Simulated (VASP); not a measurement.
Set up this calculation in VASP 6.6.1, as the native input.

```
Task                               : single point
Functional                         : HSE06
Potentials or basis                : VASP PAW PBE potentials, release 64 (Ba_sv, S)
Cutoff                             : 520 eV
k mesh                             : 4 × 4 × 4
Occupations                        : gaussian, width 0.01 eV
Spin                               : no spin polarisation
Dipole correction                  : no
Grid for exact exchange (PRECFOCK) : Normal
Further INCAR settings             : ALGO = Normal; EDIFF = 1e-06; NBANDS = 15
Share of exact exchange            : 0.25
Screening parameter                : 0.2079 1/Å
```

Crystal: BaS.

```
CELL_PARAMETERS angstrom
0.00000 3.51941 3.51941
3.51941 0.00000 3.51941
3.51941 3.51941 0.00000
ATOMIC_POSITIONS crystal
Ba 0.00000 0.00000 0.00000
S 0.25000 0.25000 0.25000
```

These files were run (other wordings do the same):

POSCAR

```
BaS
1.0
    0.0000000000      3.5194117709      3.5194117709
    3.5194117709      0.0000000000      3.5194117709
    3.5194117709      3.5194117709      0.0000000000
Ba S
1 1
Direct
    0.0000000000      0.0000000000      0.0000000000
    0.2500000000      0.2500000000      0.2500000000
```

INCAR.step1

```
  ALGO = Normal
  EDIFF = 1E-5
  ENCUT = 520
  GGA = PE
  ISIF = 2
  ISMEAR = 0
  LASPH = T
  LCHARG = F
  LREAL = F
  LWAVE = T
  NBANDS = 15
  NELM = 100
  PREC = Accurate
  SIGMA = 0.01
```

INCAR.step2

```
  ALGO = Normal
  EDIFF = 1E-6
  ENCUT = 520
  GGA = PE
  HFSCREEN = 0.2079
  ISIF = 2
  ISMEAR = 0
  ISTART = 1
  LASPH = T
  LCHARG = F
  LHFCALC = T
  LREAL = F
  LWAVE = F
  NBANDS = 15
  NELM = 100
  PREC = Accurate
  PRECFOCK = Normal
  SIGMA = 0.01
```

KPOINTS

```
k-points
0
Gamma
  4 4 4
```

Potentials or basis: VASP PAW PBE potentials, release 64 (Ba_sv, S).

Command:

```console
$ cat potpaw_PBE.64/Ba_sv/POTCAR potpaw_PBE.64/S/POTCAR > POTCAR
$ cp INCAR.step1 INCAR
$ mpirun -np 1 vasp_std > vasp.out
$ cp INCAR.step2 INCAR
$ mpirun -np 1 vasp_std > vasp.out
```

Results of the run:

- Pressure: 0.2 GPa
- Band gap on the k mesh: 3.65 eV (least direct gap 4.34 eV)

Caveat: the PAW data sets were made with another functional, which shifts forces and pressure a little; spin-orbit coupling is left out, which moves the levels of the heavy elements.

It took 7.3 min on 1 thread of Intel(R) Xeon(R) Platinum 8259CL CPU @ 2.50GHz (Skylake/Cascade Lake) (shared host), peak memory 0.35 GiB.
